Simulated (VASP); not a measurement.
# CdSe (P6_3mc) in VASP: relaxation of shape and atoms at fixed volume with PBE

Aim: the relaxation of shape and atoms at fixed volume of CdSe with PBE.

Everything below comes from runs of VASP 6.6.1. Logs are shortened: lines on timing, memory, paths and dates and some standing lists are left out, and cuts for length are marked.

### Step 1. The cell of the first run

It takes space group P6_3mc (No. 186, hexagonal). Conventional cell: a = 4.426 Å, b = 4.426 Å, c = 7.226 Å, α = 90.00°, β = 90.00°, γ = 120.00°. Cd (site symmetry 3m) has 4 Se at 2.71 to 2.72 Å within 3.6 Å. Se (site symmetry 3m) has 4 Cd at 2.71 to 2.72 Å within 3.6 Å.

### Step 2. Relaxation of shape and atoms at fixed volume, PBE (30.65 Å³/atom)

INCAR

```
SYSTEM = CdSe
  PREC = Accurate
  ENCUT = 500
  EDIFF = 1E-7
  ISMEAR = 0
  SIGMA = 0.02
  LREAL = .False.
  LASPH = .True.
  NELM = 120
  ALGO = Normal
  ISIF = 4
  LWAVE = .False.
  LCHARG = .False.
  GGA = PE
  IBRION = 2
  NSW = 50
  EDIFFG = -0.01
  GGA_COMPAT = .False.
  NELMIN = 4
```

KPOINTS

```
Automatic mesh
0
Gamma
  15 15 8
  0 0 0
```

POSCAR

```
CdSe
1.0
    4.4264151308      0.0000000000      0.0000000000
   -2.2132075654      3.8333879510      0.0000000000
    0.0000000000      0.0000000000      7.2263523610
Cd Se
2 2
Direct
    0.3333333333      0.6666666667      0.0046389872
    0.6666666667      0.3333333333      0.5046389872
    0.3333333333      0.6666666667      0.3803610128
    0.6666666667      0.3333333333      0.8803610128
```

Potentials or basis: VASP PAW PBE potentials, release 64 (Cd, Se).

The run is started by

```sh
$ cat potpaw_PBE.64/Cd/POTCAR potpaw_PBE.64/Se/POTCAR > POTCAR
$ mpirun -np 1 vasp_std > vasp.out
```

OUTCAR:

```text
SYSTEM = CdSe
   PREC = Accurate
   ENCUT = 500
   EDIFF = 1E-7
   ISMEAR = 0
   LREAL = .False.
   LASPH = .True.
   NELM = 120
   ISIF = 4
   GGA = PE
   IBRION = 2
   NSW = 50
   EDIFFG = -0.01
   NELMIN = 4

 ion  position               nearest neighbor table
   1  0.333  0.667  0.005-   4 2.71   4 2.71   4 2.71   3 2.72
   2  0.667  0.333  0.505-   3 2.71   3 2.71   3 2.71   4 2.72
   3  0.333  0.667  0.380-   2 2.71   2 2.71   2 2.71   1 2.72
   4  0.667  0.333  0.880-   1 2.71   1 2.71   1 2.71   2 2.72

  LATTYP: Found a hexagonal cell.
 ALAT       =     4.4264151308
 C/A-ratio  =     1.6325518840

  Lattice vectors:

 A1 = (   4.4264151308,   0.0000000000,   0.0000000000)
 A2 = (  -2.2132075654,   3.8333879510,   0.0000000000)
 A3 = (   0.0000000000,   0.0000000000,   7.2263523610)

Analysis of symmetry for initial positions (statically):
=====================================================================
 Subroutine PRICEL returns:
 Original cell was already a primitive cell.

 Routine SETGRP: Setting up the symmetry group for a
 hexagonal supercell.

 Subroutine GETGRP returns: Found 12 space group operations
 (whereof  6 operations were pure point group operations)
 out of a pool of 24 trial point group operations.

The static configuration has the point symmetry C_3v.
 The point group associated with its full space group is C_6v.

Analysis of symmetry for dynamics (positions and initial velocities):
=====================================================================
 Subroutine PRICEL returns:
 Original cell was already a primitive cell.

 Routine SETGRP: Setting up the symmetry group for a
 hexagonal supercell.

 Subroutine GETGRP returns: Found 12 space group operations
 (whereof  6 operations were pure point group operations)
 out of a pool of 24 trial point group operations.

The dynamic configuration has the point symmetry C_3v.
 The point group associated with its full space group is C_6v.

 Subroutine INISYM returns: Found 12 space group operations
 (whereof  6 operations are pure point group operations),
 and found     1 'primitive' translations

----------------------------------------------------------------------------------------

                                     Primitive cell

  volume of cell :     122.6179

  direct lattice vectors                    reciprocal lattice vectors
     4.426415131  0.000000000  0.000000000     0.225916452  0.130432924  0.000000000
    -2.213207565  3.833387951  0.000000000     0.000000000  0.260865848  0.000000000
     0.000000000  0.000000000  7.226352361     0.000000000  0.000000000  0.138382402

  length of vectors
     4.426415131  4.426415131  7.226352361     0.260865848  0.260865848  0.138382402

  position of ions in fractional coordinates (direct lattice)
     0.333333333  0.666666667  0.004638987
     0.666666667  0.333333333  0.504638987
     0.333333333  0.666666667  0.380361013
     0.666666667  0.333333333  0.880361013

  ion indices of the primitive-cell ions
   primitive index   ion index
                 1           1
                 2           2
                 3           3
                 4           4

----------------------------------------------------------------------------------------

 KPOINTS: Automatic mesh

Automatic generation of k-mesh.
 Grid dimensions read from file:
 generate k-points for:   15   15    8

 Generating k-lattice:

  Cartesian coordinates                     Fractional coordinates (reciprocal lattice)
     0.015061097  0.008695528  0.000000000     0.066666667 -0.000000000  0.000000000
     0.000000000  0.017391057  0.000000000     0.000000000  0.066666667  0.000000000
     0.000000000  0.000000000  0.017297800     0.000000000  0.000000000  0.125000000

  Length of vectors
     0.017391057  0.017391057  0.017297800

  Shift w.r.t. Gamma in fractional coordinates (k-lattice)
     0.000000000  0.000000000  0.000000000

 Subroutine IBZKPT returns following result:
 ===========================================

 Found    135 irreducible k-points:

 Following reciprocal coordinates:
            Coordinates               Weight
  0.000000  0.000000  0.000000      1.000000
  0.066667 -0.000000  0.000000      6.000000
  0.133333 -0.000000  0.000000      6.000000
  0.200000 -0.000000  0.000000      6.000000
  0.266667 -0.000000  0.000000      6.000000
  0.333333 -0.000000  0.000000      6.000000
[... 16 lines left out ...]
  0.333333  0.200000  0.000000     12.000000
  0.400000  0.200000  0.000000      6.000000
 [... further k-points ...]
   k-points           NKPTS =    135   k-points in BZ     NKDIM =    135   number of bands    NBANDS=     22
   number of dos      NEDOS =    301   number of ions     NIONS =      4
   total plane-waves  NPLWV =  55296
   dimension x,y,z NGX =    32 NGY =   32 NGZ =   54
   dimension x,y,z NGXF=    64 NGYF=   64 NGZF=  108
   ions per type =               2   2
   NGX,Y,Z   is equivalent  to a cutoff of  12.02, 12.02, 12.42 a.u.
   NGXF,Y,Z  is equivalent  to a cutoff of  24.04, 24.04, 24.85 a.u.
 SYSTEM =  CdSe
   PREC   = accura    normal or accurate (medium, high low for compatibility)
   ISTART =      0    job   : 0-new  1-cont  2-samecut
   ICHARG =      2    charge: 1-file 2-atom 10-const
   ISPIN  =      1    spin polarized calculation?
   LNONCOLLINEAR =      F non collinear calculations
   LSORBIT =      F    spin-orbit coupling
   LASPH  =      T    aspherical Exc in radial PAW
   ENCUT  =  500.0 eV  36.75 Ry    6.06 a.u.   8.07  8.07 13.18*2*pi/ulx,y,z
   NELM   =    120;   NELMIN=  4; NELMDL= -5     # of ELM steps
   EDIFF  = 0.1E-06   stopping-criterion for ELM
   LREAL  =      F    real-space projection
   EDIFFG = -.1E-01   stopping-criterion for IOM
   NSW    =     50    number of steps for IOM
   IBRION =      2    ionic relax: 0-MD 1-quasi-New 2-CG
   NFREE  =      1    steps in history (QN), initial steepest desc. (CG)
   ISIF   =      4    stress and relaxation
   ISYM   =      2    0-nonsym 1-usesym 2-fastsym
   POTIM  = 0.5000    time-step for ionic-motion
   TEBEG  =    0.0;   TEEND  =   0.0 temperature during run
   PSTRESS=    0.0 pullay stress
   NELECT =      36.0000    total number of electrons
   NUPDOWN=      -1.0000    fix difference up-down
   EMIN   =  10.00;   EMAX   =-10.00  energy-range for DOS
   EFERMI =   0.00;   METHOD = LEGACY
   ISMEAR =     0;   SIGMA  =   0.02  broadening in eV -4-tet -1-fermi 0-gaus
   EFERMI_NEDOS =   21; number of points for ismear=-14 and -15
   IALGO  =     38    algorithm
   IMIX   =      4    mixing-type and parameters
     AMIX     =   0.40;   BMIX     =  1.00
     AMIX_MAG =   1.60;   BMIX_MAG =  1.00
  volume/ion in A,a.u.               =      30.65       206.87
  Fermi-wavevector in a.u.,A,eV,Ry     =   1.088072  2.056158 16.107948  1.183901
  Thomas-Fermi vector in A             =   2.224245
   LORBIT       =      0    0 simple, 1 ext, 2 COOP (PROOUT), +10 PAW based schemes
   GGA     = PE    functional components
   LHFCALC =     F    Hartree Fock is set to
   AEXX    =    0.0000 exact exchange contribution
   IVDW    =     0    specifies the selected vdW correction
   LEPSILON=     F    determine dielectric tensor
   LRPA    =     F    only Hartree local field effects (RPA)
 conjugate gradient relaxation of ions
 non-spin polarized calculation
 Gauss-broadening in eV      SIGMA  =   0.02
  energy-cutoff  :      500.00
  volume of cell :      122.62
 maximum number of plane-waves:      3138
   NGX = 17   NGY = 17   NGZ = 27

 number of electron      36.0000007 magnetization

 Free energy of the ion-electron system (eV)
  ---------------------------------------------------
  ext. energy  EPLUGINS =         0.00000000
  ---------------------------------------------------
  free energy    TOTEN  =       -10.98674211 eV

  energy without entropy =      -10.98674211  energy(sigma->0) =      -10.98674211

 E-fermi :   0.3910     XC(G=0):  -8.4947

 val. band max:        0.3015556512   @ k =   0.0000   0.0000   0.0000
 cond. band min:       0.7772807552   @ k =   0.0000   0.0000   0.0000
 fundamental gap:      0.4757251040
 Fermi energy:         0.3909942647

 k-point     1 :       0.0000    0.0000    0.0000
  band No.  band energies     occupation
      1     -11.8543      2.00000
      2     -11.5490      2.00000
      3      -7.3784      2.00000
      4      -7.3735      2.00000
      5      -7.3735      2.00000
      6      -7.3207      2.00000
[... 14 lines left out ...]
     21       6.1474      0.00000
     22       6.1474      0.00000

 k-point     2 :       0.0667   -0.0000    0.0000
  band No.  band energies     occupation
      1     -11.8429      2.00000
      2     -11.5436      2.00000
      3      -7.3755      2.00000
      4      -7.3694      2.00000
      5      -7.3635      2.00000
      6      -7.3158      2.00000
[... 14 lines left out ...]
     21       5.9878      0.00000
     22       6.2114      0.00000

 k-point     3 :       0.1333   -0.0000    0.0000
  band No.  band energies     occupation
      1     -11.8101      2.00000
      2     -11.5288      2.00000
      3      -7.3652      2.00000
      4      -7.3583      2.00000
      5      -7.3358      2.00000
      6      -7.3009      2.00000
[... 14 lines left out ...]
     21       5.6770      0.00000
     22       6.3774      0.00000

 k-point     4 :       0.2000   -0.0000    0.0000
  band No.  band energies     occupation
      1     -11.7606      2.00000
      2     -11.5080      2.00000
      3      -7.3506      2.00000
      4      -7.3431      2.00000
      5      -7.2938      2.00000
      6      -7.2773      2.00000
[... 14 lines left out ...]
     21       5.4504      0.00000
     22       6.3426      0.00000

 k-point     5 :       0.2667   -0.0000    0.0000
  band No.  band energies     occupation
      1     -11.7014      2.00000
      2     -11.4860      2.00000
      3      -7.3356      2.00000
      4      -7.3277      2.00000
      5      -7.2589      2.00000
      6      -7.2516      2.00000
[... 417 lines left out ...]
 k-point    22 :       0.2667    0.2000    0.0000
  band No.  band energies     occupation
      1     -11.5766      2.00000
      2     -11.4570      2.00000
      3      -7.3211      2.00000
      4      -7.2880      2.00000
      5      -7.2204      2.00000
      6      -7.2102      2.00000
[... 14 lines left out ...]
     21       5.1153      0.00000
     22       5.8787      0.00000

 k-point    23 :       0.3333    0.2000    0.0000
  band No.  band energies     occupation
      1     -11.5374      2.00000
      2     -11.4574      2.00000
      3      -7.3207      2.00000
      4      -7.2758      2.00000
      5      -7.2096      2.00000
      6      -7.1991      2.00000
[... 14 lines left out ...]
     21       4.9301      0.00000
     22       6.1886      0.00000

 k-point    24 :       0.4000    0.2000    0.0000
  band No.  band energies     occupation
      1     -11.5206      2.00000
      2     -11.4603      2.00000
      3      -7.3207      2.00000
      4      -7.2716      2.00000
      5      -7.2055      2.00000
      6      -7.1948      2.00000
[... 14 lines left out ...]
     21       4.8696      0.00000
     22       6.2750      0.00000

 [... further k-points ...]
[... 5 lines left out ...]
  --------------------------------------------------------------------------------------
  -------------------------------------------------------------------------------------
  Total       -0.7800573     -0.7800573     -0.7805345     -0.0000000      0.0000000      0.0000000
  in kB      -10.1925543    -10.1925543    -10.1987895     -0.0000000      0.0000000      0.0000000
  external PRESSURE =     -10.1946327 kB  Pullay stress =       0.0000000 kB

 VOLUME and BASIS-vectors are now :
 -----------------------------------------------------------------------------
  energy-cutoff  :      500.00
  volume of cell :      122.62
      direct lattice vectors                 reciprocal lattice vectors
     4.426415131  0.000000000  0.000000000     0.225916452  0.130432924  0.000000000
    -2.213207565  3.833387951  0.000000000     0.000000000  0.260865848  0.000000000
     0.000000000  0.000000000  7.226352361     0.000000000  0.000000000  0.138382402

 POSITION                                       TOTAL-FORCE (eV/Angst)
 -----------------------------------------------------------------------------------
     -0.00000      2.55559      0.03352        -0.000000     -0.000000     -0.001374
      2.21321      1.27780      3.64670         0.000000      0.000000     -0.001374
     -0.00000      2.55559      2.74862        -0.000000      0.000000      0.001374
      2.21321      1.27780      6.36180         0.000000      0.000000      0.001374
 -----------------------------------------------------------------------------------
    total drift:                               -0.000000     -0.000000      0.000405

  FREE ENERGIE OF THE ION-ELECTRON SYSTEM (eV)
  ---------------------------------------------------
  free  energy   TOTEN  =       -10.9867421062 eV

  energy  without entropy=      -10.9867421062  energy(sigma->0) =      -10.98674211

 reached required accuracy - stopping structural energy minimisation
```

Run time: 8.7 min. Hardware: 1 thread of Intel Xeon 8259CL, shared host; peak memory 0.45 GiB.

Results:

```yaml
Free_energy: -10.9867 eV
Pressure_after_relaxing: -1.0 GPa
Band_gap_on_the_k_mesh: 0.48 eV
```

Final structure:
```
Cd Se
1.0
     4.42642    0.00000    0.00000
    -2.21321    3.83339    0.00000
     0.00000    0.00000    7.22635
Cd Se
2 2
Direct
  0.33333 0.66667 0.00464
  0.66667 0.33333 0.50464
  0.33333 0.66667 0.38036
  0.66667 0.33333 0.88036
```

Caveat: semilocal functionals underestimate gaps, and a narrow one can read as zero. A k mesh can miss the band edges.
